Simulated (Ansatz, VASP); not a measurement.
## Two plane-wave programs on ZrTa3Nb

File INCAR:

```
PREC = Accurate
ENCUT = 600
EDIFF = 1E-6
ISMEAR = 0
SIGMA = 0.1
LREAL = F
LASPH = T
NELM = 80
ALGO = Fast
ISIF = 3
LWAVE = F
LCHARG = F
GGA = PE
IBRION = 2
NSW = 100
EDIFFG = -0.01
```

The input KPOINTS:

```
regular mesh
0
Gamma
  8 8 8
```

Contents of POSCAR:

```
ZrTa3Nb
1.0
    4.8351988723      0.0000000000      0.0000000000
    0.0000000000      4.8351988723      0.0000000000
    0.0000000000      0.0000000000      4.8351988723
Zr Ta Nb
1 3 1
Direct
    0.5000000000      0.5000000000      0.5000000000
    0.0000000000      0.5000000000      0.5000000000
    0.5000000000      0.0000000000      0.5000000000
    0.5000000000      0.5000000000      0.0000000000
    0.0000000000      0.0000000000      0.0000000000
```

Input for Ansatz:

```yaml
crystal:
  lattice:
    - [4.8351988723, 0.0, 0.0]
    - [0.0, 4.8351988723, 0.0]
    - [0.0, 0.0, 4.8351988723]
  atoms:
    - { symbol: Zr, position: [0.5, 0.5, 0.5] }
    - { symbol: Ta, position: [0.0, 0.5, 0.5] }
    - { symbol: Ta, position: [0.5, 0.0, 0.5] }
    - { symbol: Ta, position: [0.5, 0.5, 0.0] }
    - { symbol: Nb, position: [0.0, 0.0, 0.0] }
basis:
  ecutwfc: 420
kpoints:
  mp_grid: { grid: [8, 8, 8] }
hamiltonian:
  xc: pbe
scf:
  occupations: { method: gaussian, width: 0.1 }
output:
  forces: true
  stress: true
  eigenvalues: true
relax:
  adjacent_minimum: "off"
  f_tol: 0.01
  max_steps: 80
  cell: { stress_tol: 0.05 }
```

Alike in both runs: task relaxation of cell and atoms; functional PBE; k mesh 8 × 8 × 8; occupations gaussian, width 0.1 eV; no spin polarisation.

|  | VASP | Ansatz |
| --- | --- | --- |
| version | VASP 6.6.1 | Ansatz 0.2.0 |
| potentials or method | VASP PAW PBE potentials, release 64 (Zr_sv, Ta_pv, Nb_sv), cutoff 600 eV | scalar-relativistic, plane waves, PAW |
| valence electrons in the cell | 58 | 64 |

Ansatz gave:

```
gap on the k mesh at the Fermi level, each at its own relaxed structure (eV)  : none
relaxed volume (Å³/atom)                                                      : 22.41
relaxed length of the cell vector where the two differ most in proportion (Å) : 4.821
```

Task: Which values does VASP return?

Result: gap on the k mesh at the Fermi level, each at its own relaxed structure (eV): none; relaxed volume (Å³/atom): 22.47; relaxed length of the cell vector where the two differ most in proportion (Å): 4.826.

A gap of «none» marks a metal or a gap that the smearing closes. VASP's potentials hold 58 valence electrons a cell and Ansatz's 64, so a difference there can come from the potentials and not from the codes.

Spin-orbit coupling is off throughout.
